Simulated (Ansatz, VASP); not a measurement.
**One calculation of C, two programs**

INCAR

```
SYSTEM = C
PREC = Accurate
ENCUT = 600
EDIFF = 1E-7
ISMEAR = 0
SIGMA = 0.1
LREAL = .FALSE.
LASPH = .TRUE.
NELM = 60
ALGO = Normal
ISIF = 3
LWAVE = .FALSE.
LCHARG = .FALSE.
GGA = PE
IBRION = 2
NSW = 90
EDIFFG = -0.04
```

The input KPOINTS:

```
Automatic mesh
0
G
  6 6 6
  0 0 0
```

POSCAR

```
C
1.0
   -2.4457693300      2.4457693300      2.0180604700
    2.4457693300     -2.4457693300      2.0180604700
    2.4457693300      2.4457693300     -2.0180604700
C
8
Direct
    0.5385858800      0.0385858800      0.2035503400
    0.8350355400      0.3350355400      0.7964496600
    0.0385858800      0.8350355400      0.5000000000
    0.3350355400      0.5385858800      0.5000000000
    0.6649644600      0.4614141200      0.5000000000
    0.9614141200      0.1649644600      0.5000000000
    0.1649644600      0.6649644600      0.2035503400
    0.4614141200      0.9614141200      0.7964496600
```

Input for Ansatz:

```yaml
crystal:
  lattice:
    - [-2.44576933, 2.44576933, 2.01806047]
    - [2.44576933, -2.44576933, 2.01806047]
    - [2.44576933, 2.44576933, -2.01806047]
  atoms:
    - { symbol: C, position: [0.53858588, 0.03858588, 0.20355034] }
    - { symbol: C, position: [0.83503554, 0.33503554, 0.79644966] }
    - { symbol: C, position: [0.03858588, 0.83503554, 0.5] }
    - { symbol: C, position: [0.33503554, 0.53858588, 0.5] }
    - { symbol: C, position: [0.66496446, 0.46141412, 0.5] }
    - { symbol: C, position: [0.96141412, 0.16496446, 0.5] }
    - { symbol: C, position: [0.16496446, 0.66496446, 0.20355034] }
    - { symbol: C, position: [0.46141412, 0.96141412, 0.79644966] }
basis:
  ecutwfc: 420
kpoints:
  mp_grid: { grid: [6, 6, 6] }
hamiltonian:
  xc: pbe
scf:
  occupations: { method: gaussian, width: 0.1 }
  lower_state_search: "off"
output:
  forces: true
  stress: true
  eigenvalues: true
relax:
  adjacent_minimum: "off"
  f_tol: 0.04
  max_steps: 70
  cell: { stress_tol: 0.4 }
```

Alike in both runs: task relaxation of cell and atoms; functional PBE; k mesh 6 × 6 × 6; occupations gaussian, width 0.1 eV; no spin polarisation.

```csv
,VASP,Ansatz
version,VASP 6.6.1,Ansatz 0.2.0
potentials or method,"VASP PAW PBE potentials, release 64 (C), cutoff 600 eV","scalar-relativistic, plane waves, PAW"
valence electrons in the cell,32,32
```

Ansatz gave:

```
gap on the k mesh at the Fermi level, each at its own relaxed structure (eV) : 3.07
relaxed volume (Å³/atom)                                                     : 6.40
relaxed cell length with the largest relative difference (Å)                 : 4.075
```

Task: Estimate VASP's values.

Result: gap on the k mesh at the Fermi level, each at its own relaxed structure (eV): 3.06; relaxed volume (Å³/atom): 6.40; relaxed cell length with the largest relative difference (Å): 4.075.
